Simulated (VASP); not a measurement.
# Si16N in VASP: single point with PBE

Aim: the single point of Si16N with PBE.

Everything below comes from runs of VASP 6.6.1. Logs are shortened: lines on timing, memory, paths and dates and some standing lists are left out, and cuts for length are marked.

**1. The cell of the first run**

The cell holds a slab with vacuum, 17 atoms: a = 7.702 Å, b = 6.365 Å, c = 19.753 Å, α = 90.00°, β = 90.00°, γ = 90.00°.

**2. Single point, PBE, collinear spin, ferromagnetic start**

The input, INCAR:

```
ALGO = Normal ; DIPOL = 0.5 0.5 0.321
EDIFF = 1E-6 ; ENCUT = 520
GGA = PE ; IDIPOL = 3
ISIF = 2 ; ISMEAR = 0
ISPIN = 2 ; LASPH = True
LCHARG = False ; LDIPOL = True
LORBIT = 11 ; LREAL = Auto
LWAVE = False ; MAGMOM = 0 0 0 0 0 0 0 0 0 0 0 0 0 0 0 0 3
NBANDS = 52 ; NELM = 150
PREC = Accurate ; SIGMA = 0.05
```

The input, KPOINTS:

```
k-points
0
Gamma
  4 4 1
```

The input, POSCAR:

```
Si16N
1.0
    7.7021644573      0.0000000000      0.0000000000
    0.0000000000      6.3646810416      0.0000000000
    0.0000000000      0.0000000000     19.7525435307
Si N
16 1
Direct
    0.0000000000      0.9370679285      0.2025055656
    0.5000000000      0.9370679285      0.2025055656
    0.0000000000      0.5629320715      0.2025055656
    0.5000000000      0.5629320715      0.2025055656
    0.2500000000      0.4370679285      0.2587875163
    0.7500000000      0.4370679285      0.2587875163
    0.2500000000      0.0629320715      0.2587875163
    0.7500000000      0.0629320715      0.2587875163
    0.2500000000      0.9333044702      0.3720589481
    0.7500000000      0.9333044702      0.3720589481
    0.2500000000      0.5666955298      0.3720589481
    0.7500000000      0.5666955298      0.3720589481
    0.0000000000      0.4259907582      0.4177964989
    0.5000000000      0.4259907582      0.4177964989
    0.0000000000      0.0740092418      0.4177964989
    0.5000000000      0.0740092418      0.4177964989
    0.2500000000      0.9259907582      0.4598450700
```

Potentials or basis: VASP PAW PBE potentials, release 64 (Si, N).

Started as:

```sh
cat potpaw_PBE.64/Si/POTCAR potpaw_PBE.64/N/POTCAR > POTCAR
mpirun -np 1 vasp_std > vasp.out
```

OUTCAR:

```text
EDIFF = 1E-6
   ENCUT = 520
   GGA = PE
   ISIF = 2
   ISMEAR = 0
   ISPIN = 2
   LASPH = True
   LORBIT = 11
   LREAL = Auto
   NELM = 150
   PREC = Accurate

 ion  position               nearest neighbor table
   1  0.000  0.937  0.203-   7 2.36   8 2.36   3 2.38
   2  0.500  0.937  0.203-   7 2.36   8 2.36   4 2.38
   3  0.000  0.563  0.203-   5 2.36   6 2.36   1 2.38
   4  0.500  0.563  0.203-   5 2.36   6 2.36   2 2.38
   5  0.250  0.437  0.259-   3 2.36   4 2.36   7 2.38  11 2.38
   6  0.750  0.437  0.259-   3 2.36   4 2.36   8 2.38  12 2.38
   7  0.250  0.063  0.259-   1 2.36   2 2.36   5 2.38   9 2.38
   8  0.750  0.063  0.259-   1 2.36   2 2.36   6 2.38  10 2.38
   9  0.250  0.933  0.372-  17 1.73  16 2.31  15 2.31  11 2.33   7 2.38
  10  0.750  0.933  0.372-  15 2.31  16 2.31  12 2.33   8 2.38
  11  0.250  0.567  0.372-  13 2.31  14 2.31   9 2.33   5 2.38
  12  0.750  0.567  0.372-  13 2.31  14 2.31  10 2.33   6 2.38
  13  0.000  0.426  0.418-  15 2.24  12 2.31  11 2.31
  14  0.500  0.426  0.418-  16 2.24  12 2.31  11 2.31
  15  0.000  0.074  0.418-  13 2.24  17 2.30   9 2.31  10 2.31
  16  0.500  0.074  0.418-  14 2.24  17 2.30   9 2.31  10 2.31
  17  0.250  0.926  0.460-   9 1.73  15 2.30  16 2.30

  LATTYP: Found a simple orthorhombic cell.
 ALAT       =     6.3646810416
 B/A-ratio  =     1.2101414677
 C/A-ratio  =     3.1034616506

  Lattice vectors:

 A1 = (   0.0000000000,  -6.3646810416,   0.0000000000)
 A2 = (   7.7021644573,   0.0000000000,   0.0000000000)
 A3 = (   0.0000000000,   0.0000000000,  19.7525435307)

Analysis of symmetry for initial positions (statically):
=====================================================================
 Subroutine PRICEL returns:
 Original cell was already a primitive cell.

 Routine SETGRP: Setting up the symmetry group for a
 simple orthorhombic supercell.

 Subroutine GETGRP returns: Found  2 space group operations
 (whereof  1 operations were pure point group operations)
 out of a pool of  8 trial point group operations.

The static configuration has the point symmetry C_1 .
 The point group associated with its full space group is C_1h.

Analysis of symmetry for dynamics (positions and initial velocities):
=====================================================================
 Subroutine PRICEL returns:
 Original cell was already a primitive cell.

 Routine SETGRP: Setting up the symmetry group for a
 simple orthorhombic supercell.

 Subroutine GETGRP returns: Found  2 space group operations
 (whereof  1 operations were pure point group operations)
 out of a pool of  8 trial point group operations.

The dynamic configuration has the point symmetry C_1 .
 The point group associated with its full space group is C_1h.

Analysis of structural, dynamic, and magnetic symmetry:
=====================================================================
 Subroutine PRICEL returns:
 Original cell was already a primitive cell.

 Routine SETGRP: Setting up the symmetry group for a
 simple orthorhombic supercell.

 Subroutine GETGRP returns: Found  2 space group operations
 (whereof  1 operations were pure point group operations)
 out of a pool of  8 trial point group operations.

The overall configuration has the point symmetry C_1 .
 The point group associated with its full space group is C_1h.

 Subroutine INISYM returns: Found  2 space group operations
 (whereof  1 operations are pure point group operations),
 and found     1 'primitive' translations

----------------------------------------------------------------------------------------

                                     Primitive cell

  volume of cell :     968.3056

  direct lattice vectors                    reciprocal lattice vectors
     7.702164457  0.000000000  0.000000000     0.129833634  0.000000000  0.000000000
     0.000000000  6.364681042  0.000000000     0.000000000  0.157117064  0.000000000
     0.000000000  0.000000000 19.752543531     0.000000000  0.000000000  0.050626391

  length of vectors
     7.702164457  6.364681042 19.752543531     0.129833634  0.157117064  0.050626391

  position of ions in fractional coordinates (direct lattice)
[... 85 lines left out ...]
   ISTART =      0    job   : 0-new  1-cont  2-samecut
   ICHARG =      2    charge: 1-file 2-atom 10-const
   ISPIN  =      2    spin polarized calculation?
   LNONCOLLINEAR =      F non collinear calculations
   LSORBIT =      F    spin-orbit coupling
   LASPH  =      T    aspherical Exc in radial PAW
   ENCUT  =  520.0 eV  38.22 Ry    6.18 a.u.  14.32 11.83 36.73*2*pi/ulx,y,z
   NELM   =    150;   NELMIN=  2; NELMDL= -5     # of ELM steps
   EDIFF  = 0.1E-05   stopping-criterion for ELM
   LREAL  =      T    real-space projection
   EDIFFG = 0.1E-04   stopping-criterion for IOM
   NSW    =      0    number of steps for IOM
   IBRION =     -1    ionic relax: 0-MD 1-quasi-New 2-CG
   NFREE  =      0    steps in history (QN), initial steepest desc. (CG)
   ISIF   =      2    stress and relaxation
   ISYM   =      2    0-nonsym 1-usesym 2-fastsym
   POTIM  = 0.5000    time-step for ionic-motion
   TEBEG  =    0.0;   TEEND  =   0.0 temperature during run
   PSTRESS=    0.0 pullay stress
   NELECT =      69.0000    total number of electrons
   NUPDOWN=      -1.0000    fix difference up-down
   EMIN   =  10.00;   EMAX   =-10.00  energy-range for DOS
   EFERMI =   0.00;   METHOD = LEGACY
   ISMEAR =     0;   SIGMA  =   0.05  broadening in eV -4-tet -1-fermi 0-gaus
   EFERMI_NEDOS =   21; number of points for ismear=-14 and -15
   IALGO  =     38    algorithm
   IMIX   =      4    mixing-type and parameters
     AMIX     =   0.40;   BMIX     =  1.00
     AMIX_MAG =   1.60;   BMIX_MAG =  1.00
  volume/ion in A,a.u.               =      56.96       384.38
  Fermi-wavevector in a.u.,A,eV,Ry     =   0.678714  1.282584  6.267567  0.460653
  Thomas-Fermi vector in A             =   1.756699
   LORBIT       =     11    0 simple, 1 ext, 2 COOP (PROOUT), +10 PAW based schemes
   GGA     = PE    functional components
   LHFCALC =     F    Hartree Fock is set to
   AEXX    =    0.0000 exact exchange contribution
   IVDW    =     0    specifies the selected vdW correction
   LEPSILON=     F    determine dielectric tensor
   LRPA    =     F    only Hartree local field effects (RPA)
 spin polarized calculation
 Gauss-broadening in eV      SIGMA  =   0.05
  energy-cutoff  :      520.00
  volume of cell :      968.31
 maximum number of plane-waves:     26115
 NGX is ok and might be reduce to    60
   NGX = 29   NGY = 23   NGZ = 73

 dipolmoment           0.000000      0.000000     -0.030372 electrons x Angstroem

 number of electron      68.9999998 magnetization       0.0003424

 dipolmoment           0.000000      0.000000      0.090842 electrons x Angstroem

 Free energy of the ion-electron system (eV)
  ---------------------------------------------------
  ext. energy  EPLUGINS =         0.00000000
  ---------------------------------------------------
  free energy    TOTEN  =       -84.60597455 eV

  energy without entropy =      -84.59535004  energy(sigma->0) =      -84.60066230

 E-fermi :  -1.3011     XC(G=0):  -3.9585

 val. band max:       -1.3993396487   @ k =   0.5000   0.2500   0.0000
 cond. band min:      -1.2892251186   @ k =   0.0000   0.5000   0.0000
 fundamental gap:      0.1101145301
 Fermi energy:        -1.3011334033

 spin component 1

 k-point     1 :       0.0000    0.0000    0.0000
  band No.  band energies     occupation
      1     -16.2429      1.00000
      2     -12.6394      1.00000
      3     -11.4877      1.00000
      4     -10.9933      1.00000
      5     -10.5537      1.00000
      6     -10.3573      1.00000
[... 430 lines left out ...]
     45       2.0054      0.00000
     46       2.0411      0.00000
 Fermi energy:        -1.3011334033

 spin component 2

 k-point     1 :       0.0000    0.0000    0.0000
  band No.  band energies     occupation
      1     -16.2428      1.00000
      2     -12.6394      1.00000
      3     -11.4877      1.00000
      4     -10.9933      1.00000
      5     -10.5536      1.00000
      6     -10.3573      1.00000
[... 430 lines left out ...]
     45       2.0054      0.00000
     46       2.0411      0.00000
 [bands above 46 left out]

------------------------ aborting loop because EDIFF is reached ----------------------------------------

 vacuum level on the upper side and lower side of the slab       (xc-potential included)         0.057        -0.282

  FORCE on cell =-STRESS in cart. coord.  units (eV):
  Direction    XX          YY          ZZ          XY          YZ          ZX
  --------------------------------------------------------------------------------------
  -------------------------------------------------------------------------------------
  Total       -1.5005608     -1.0645162     -0.2300431      0.0000000      2.8854737      0.0000000
  in kB       -2.4828571     -1.7613693     -0.3806338      0.0000000      4.7743610      0.0000000
  external PRESSURE =      -1.5416200 kB  Pullay stress =       0.0000000 kB

 VOLUME and BASIS-vectors are now :
 -----------------------------------------------------------------------------
  energy-cutoff  :      520.00
  volume of cell :      968.31
      direct lattice vectors                 reciprocal lattice vectors
     7.702164457  0.000000000  0.000000000     0.129833634  0.000000000  0.000000000
     0.000000000  6.364681042  0.000000000     0.000000000  0.157117064  0.000000000
     0.000000000  0.000000000 19.752543531     0.000000000  0.000000000  0.050626391

 POSITION                                       TOTAL-FORCE (eV/Angst)
 -----------------------------------------------------------------------------------
      0.00000      5.96414      4.00000         0.069799     -0.498601      0.531908
      3.85108      5.96414      4.00000        -0.069799     -0.498601      0.531908
      0.00000      3.58288      4.00000        -0.022591      0.545527      0.598460
      3.85108      3.58288      4.00000         0.022591      0.545527      0.598460
      1.92554      2.78180      5.11171         0.000000     -0.076627     -0.664242
      5.77662      2.78180      5.11171         0.000000     -0.084251     -0.638893
[... 9 lines left out ...]
      3.85108      0.47105      8.25254        -0.972030     -0.337851      0.851672
      1.92554      5.89364      9.08311         0.000000      1.693617      0.042055
 -----------------------------------------------------------------------------------
    total drift:                               -0.000000     -0.000113     -0.030703

  FREE ENERGIE OF THE ION-ELECTRON SYSTEM (eV)
  ---------------------------------------------------
  free  energy   TOTEN  =       -84.6059745525 eV

  energy  without entropy=      -84.5953500386  energy(sigma->0) =      -84.60066230

 vacuum level on the upper side and lower side of the slab         3.754         3.399

 total charge

# of ion       s       p       d       tot
------------------------------------------
    1        0.796   0.833   0.000   1.629
    2        0.796   0.833   0.000   1.629
    3        0.799   0.828   0.000   1.627
    4        0.799   0.828   0.000   1.627
    5        0.769   0.884   0.000   1.653
    6        0.764   0.886   0.000   1.650
[... 9 lines left out ...]
   16        0.784   0.859   0.000   1.643
   17        1.329   2.214   0.000   3.543
--------------------------------------------------
tot         13.767  16.297   0.000  30.064

 magnetization (x)

# of ion       s       p       d       tot
------------------------------------------
    1        0.000   0.000   0.000   0.000
    2        0.000   0.000   0.000   0.000
    3       -0.000  -0.000   0.000  -0.000
    4       -0.000  -0.000   0.000  -0.000
    5        0.000   0.000   0.000   0.000
    6       -0.000   0.000   0.000   0.000
[... 9 lines left out ...]
   16        0.000   0.000   0.000   0.000
   17        0.000   0.000   0.000   0.000
--------------------------------------------------
tot          0.000   0.000   0.000   0.000
```

It took 55 min on 1 thread of Oxide Virtual Turin-like, shared host; peak memory 1.4 GiB.

Results:

| Property | Result |
| --- | --- |
| Free energy | -84.6060 eV |
| Largest force | 1.746 eV/Å |
| Net moment | 0.00 μB per cell |
| Valence electrons inside the program's atomic spheres | Si 1.63, 1.65, 1.71, 1.68, 1.69, 1.64 (each value once); N 3.54 |

Forces in eV/Å, atoms in the order of the input:
```
Si   0.070 -0.499  0.532
Si  -0.070 -0.499  0.532
Si  -0.023  0.546  0.598
Si   0.023  0.546  0.598
Si   0.000 -0.077 -0.664
Si   0.000 -0.084 -0.639
Si   0.000  0.036 -0.724
Si   0.000  0.034 -0.478
Si   0.000 -1.049 -1.395
Si   0.000 -0.472  0.028
Si   0.000 -0.090 -0.336
Si   0.000 -0.149  0.024
Si   0.084  0.370  0.089
Si  -0.084  0.370  0.089
Si   0.972 -0.338  0.852
Si  -0.972 -0.338  0.852
N    0.000  1.694  0.042
```
